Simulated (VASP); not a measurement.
# CsIr3 (Pm-3m) in VASP: a series of runs, part 2 of 2

VASP 6.6.1.

## Step 3: Relaxation of cell and atoms, PBE

Input file INCAR:

```
PREC = Accurate
ENCUT = 600
EDIFF = 1E-6
ISMEAR = 0
SIGMA = 0.1
LREAL = F
LASPH = T
NELM = 80
ALGO = Fast
ISIF = 3
LWAVE = F
LCHARG = F
GGA = PE
IBRION = 2
NSW = 100
EDIFFG = -0.01
```

Input file KPOINTS:

```
regular mesh
0
Gamma
  12 12 12
```

Input file POSCAR:

```
CsIr3
1.0
    4.1771344385      0.0000000000      0.0000000000
    0.0000000000      4.1771344385      0.0000000000
    0.0000000000      0.0000000000      4.1771344385
Cs Ir
1 3
Direct
    0.0000000000      0.0000000000      0.0000000000
    0.0000000000      0.5000000000      0.5000000000
    0.5000000000      0.0000000000      0.5000000000
    0.5000000000      0.5000000000      0.0000000000
```

Potentials or basis: VASP PAW PBE potentials, release 64 (Cs_sv, Ir).

The run is started by

```
> cat potpaw_PBE.64/Cs_sv/POTCAR potpaw_PBE.64/Ir/POTCAR > POTCAR
> mpirun -np 1 vasp_std > vasp.out
```

OUTCAR:

```text
PREC = Accurate
   ENCUT = 600
   EDIFF = 1E-6
   ISMEAR = 0
   LREAL = F
   LASPH = T
   NELM = 80
   ISIF = 3
   GGA = PE
   IBRION = 2
   NSW = 100
   EDIFFG = -0.01

 ion  position               nearest neighbor table
   1  0.000  0.000  0.000-   2 2.95   3 2.95   4 2.95   2 2.95   3 2.95   2 2.95   4 2.95   2 2.95
                             3 2.95   4 2.95   3 2.95   4 2.95
   2  0.000  0.500  0.500-   1 2.95   3 2.95   4 2.95   1 2.95   4 2.95   1 2.95   3 2.95   1 2.95
                             3 2.95   4 2.95   4 2.95   3 2.95
   3  0.500  0.000  0.500-   1 2.95   2 2.95   4 2.95   1 2.95   4 2.95   2 2.95   4 2.95   4 2.95
                             1 2.95   2 2.95   1 2.95   2 2.95
   4  0.500  0.500  0.000-   1 2.95   2 2.95   3 2.95   2 2.95   3 2.95   1 2.95   3 2.95   3 2.95
                             1 2.95   2 2.95   2 2.95   1 2.95

  LATTYP: Found a simple cubic cell.
 ALAT       =     4.1771344385

  Lattice vectors:

 A1 = (   4.1771344385,   0.0000000000,   0.0000000000)
 A2 = (   0.0000000000,   4.1771344385,   0.0000000000)
 A3 = (   0.0000000000,   0.0000000000,   4.1771344385)

Analysis of symmetry for initial positions (statically):
=====================================================================
 Subroutine PRICEL returns:
 Original cell was already a primitive cell.

 Routine SETGRP: Setting up the symmetry group for a
 simple cubic supercell.

 Subroutine GETGRP returns: Found 48 space group operations
 (whereof 48 operations were pure point group operations)
 out of a pool of 48 trial point group operations.

The static configuration has the point symmetry O_h .

Analysis of symmetry for dynamics (positions and initial velocities):
=====================================================================
 Subroutine PRICEL returns:
 Original cell was already a primitive cell.

 Routine SETGRP: Setting up the symmetry group for a
 simple cubic supercell.

 Subroutine GETGRP returns: Found 48 space group operations
 (whereof 48 operations were pure point group operations)
 out of a pool of 48 trial point group operations.

The dynamic configuration has the point symmetry O_h .

[... 129 lines left out ...]
   AEXX    =    0.0000 exact exchange contribution
   IVDW    =     0    specifies the selected vdW correction
   LEPSILON=     F    determine dielectric tensor
   LRPA    =     F    only Hartree local field effects (RPA)
 conjugate gradient relaxation of ions
 non-spin polarized calculation
 RMM-DIIS sequential band-by-band and
 Gauss-broadening in eV      SIGMA  =   0.10
  energy-cutoff  :      600.00
  volume of cell :       72.88
 maximum number of plane-waves:      2469
 NGX is ok and might be reduce to    36
   NGX = 17   NGY = 17   NGZ = 17

--------------------------------------- Ionic step        1  -------------------------------------------

 number of electron      36.0000004 magnetization

 Free energy of the ion-electron system (eV)
  ---------------------------------------------------
  ext. energy  EPLUGINS =         0.00000000
  ---------------------------------------------------
  free energy    TOTEN  =       -19.97279496 eV

  energy without entropy =      -19.93375523  energy(sigma->0) =      -19.95327510

------------------------ aborting loop because EDIFF is reached ----------------------------------------

  FORCE on cell =-STRESS in cart. coord.  units (eV):
  Direction    XX          YY          ZZ          XY          YZ          ZX
  --------------------------------------------------------------------------------------
  -------------------------------------------------------------------------------------
  Total        1.0711130      1.0711130      1.0711130     -0.0000000     -0.0000000     -0.0000000
  in kB       23.5456414     23.5456414     23.5456414     -0.0000000     -0.0000000     -0.0000000
  external PRESSURE =      23.5456414 kB  Pullay stress =       0.0000000 kB
[... 63 lines left out ...]
--------------------------------------- Ionic step        3  -------------------------------------------

 number of electron      35.9999997 magnetization

 Free energy of the ion-electron system (eV)
  ---------------------------------------------------
  ext. energy  EPLUGINS =         0.00000000
  ---------------------------------------------------
  free energy    TOTEN  =       -19.98193602 eV

  energy without entropy =      -19.94115961  energy(sigma->0) =      -19.96154782

 E-fermi :   6.6588     XC(G=0): -12.4929

 val. band max:        6.6582261746   @ k =   0.1667   0.0833   0.0000
 cond. band min:       6.6593329223   @ k =   0.2500   0.2500   0.0000
 fundamental gap:      0.0011067477
 Fermi energy:         6.6588236972

 k-point     1 :       0.0000    0.0000    0.0000
  band No.  band energies     occupation
      1     -14.7111      2.00000
      2      -1.5627      2.00000
      3      -1.5627      2.00000
      4      -1.5627      2.00000
      5       0.1386      2.00000
      6       2.0128      2.00000
[... 589 lines left out ...]
     21       7.1671      0.00000
     22       9.9588      0.00000

 [... further k-points ...]
[... 5 lines left out ...]
  --------------------------------------------------------------------------------------
  -------------------------------------------------------------------------------------
  Total        0.0055528      0.0055528      0.0055528     -0.0000000      0.0000000     -0.0000000
  in kB        0.1199698      0.1199698      0.1199698     -0.0000000      0.0000000     -0.0000000
  external PRESSURE =       0.1199698 kB  Pullay stress =       0.0000000 kB
[... 19 lines left out ...]
  FREE ENERGIE OF THE ION-ELECTRON SYSTEM (eV)
  ---------------------------------------------------
  free  energy   TOTEN  =       -19.9819360225 eV

  energy  without entropy=      -19.9411596090  energy(sigma->0) =      -19.96154782

 reached required accuracy - stopping structural energy minimisation
```

OSZICAR:

```text
N       E                     dE             d eps       ncg     rms          rms(c)
DAV:   1     0.387691276558E+03    0.38769E+03   -0.18198E+04  3696   0.179E+03
DAV:   2     0.131654854089E+02   -0.37453E+03   -0.36217E+03  3696   0.463E+02
DAV:   3    -0.196499465348E+02   -0.32815E+02   -0.30913E+02  4840   0.124E+02
[... 32 lines left out ...]
RMM:   6    -0.199818859236E+02   -0.81571E-05   -0.90605E-04  3756   0.301E-01    0.246E-02
RMM:   7    -0.199819324177E+02   -0.46494E-04   -0.39544E-04  4288   0.103E-01    0.159E-02
RMM:   8    -0.199819341179E+02   -0.17002E-05   -0.48306E-05  4043   0.577E-02    0.857E-03
RMM:   9    -0.199819359835E+02   -0.18656E-05   -0.16880E-05  3437   0.207E-02    0.264E-03
RMM:  10    -0.199819360225E+02   -0.39036E-07   -0.24628E-06  2305   0.111E-02
   3 F= -.19981936E+02 E0= -.19961548E+02  d E =-.914106E-02
```

CONTCAR:

```text
CsIr3
   1.00000000000000
     4.2012938876869734   -0.0000000000000000   -0.0000000000000000
    -0.0000000000000000    4.2012938876869734   -0.0000000000000000
    -0.0000000000000000   -0.0000000000000000    4.2012938876869734
  Cs              Ir
     1     3
Direct
     0.0000000000000000    0.0000000000000000    0.0000000000000000
     0.0000000000000000    0.5000000000000000    0.5000000000000000
     0.5000000000000000    0.0000000000000000    0.5000000000000000
     0.5000000000000000    0.5000000000000000    0.0000000000000000

  0.00000000E+00  0.00000000E+00  0.00000000E+00
  0.00000000E+00  0.00000000E+00  0.00000000E+00
  0.00000000E+00  0.00000000E+00  0.00000000E+00
  0.00000000E+00  0.00000000E+00  0.00000000E+00
```

Wall time 5.8 min (1 thread of Intel Xeon 6975P-C, shared host); peak memory 0.33 GiB.

Results:

```yaml
Free_energy: -19.9819 eV
Relaxed_volume: 18.54 Å³/atom
Relaxed_cell: a = 4.201 Å, b = 4.201 Å, c = 4.201 Å, α = 90.00°, β = 90.00°, γ = 90.00°
Space_group_after_relaxing_to_0.05_Å: Pm-3m (No. 221)
Energy_gained_by_relaxing: 2.3 meV/atom
Ionic_steps: 3
Pressure_after_relaxing: 0.0 GPa
Band_gap_on_the_k_mesh: zero (band 18 reaches 8.01 eV, above the bottom of band 19 at 6.36 eV)
```

Step by step:
| step | energy change (eV) | largest force (eV/Å) | pressure (GPa) | volume (Å³) |
| --- | --- | --- | --- | --- |
| 1 | 0.0000 | 0.0000 | 2.35 | 72.88 |
| 2 | 0.0040 | 0.0000 | -2.56 | 75.75 |
| 3 | -0.0091 | 0.0000 | 0.01 | 74.16 |

Final structure:
```
Cs Ir
1.0
     4.20129    0.00000    0.00000
     0.00000    4.20129    0.00000
     0.00000    0.00000    4.20129
Cs Ir
1 3
Cartesian
  0.0000 0.0000 0.0000
  0.0000 2.1006 2.1006
  2.1006 0.0000 2.1006
  2.1006 2.1006 0.0000
```

Levels at points of the mesh, in eV from the Fermi level:
```csv
k point,band 15,band 16,band 17,band 18,band 19,band 20,band 21,band 22
"(0.00, 0.00, 0.00)",0.03,0.03,0.92,1.35,1.35,1.35,4.72,4.72
"(0.50, 0.00, 0.00)",-1.21,-0.97,-0.15,-0.15,0.21,0.89,1.35,4.05
"(0.50, 0.50, 0.00)",-1.30,-0.57,-0.50,0.02,0.02,0.11,1.01,3.39
"(0.50, 0.50, 0.50)",-0.87,-0.87,0.00,0.96,0.96,0.96,3.69,3.69
```

Caveat: spin-orbit coupling is left out, which moves the levels of the heavy elements.
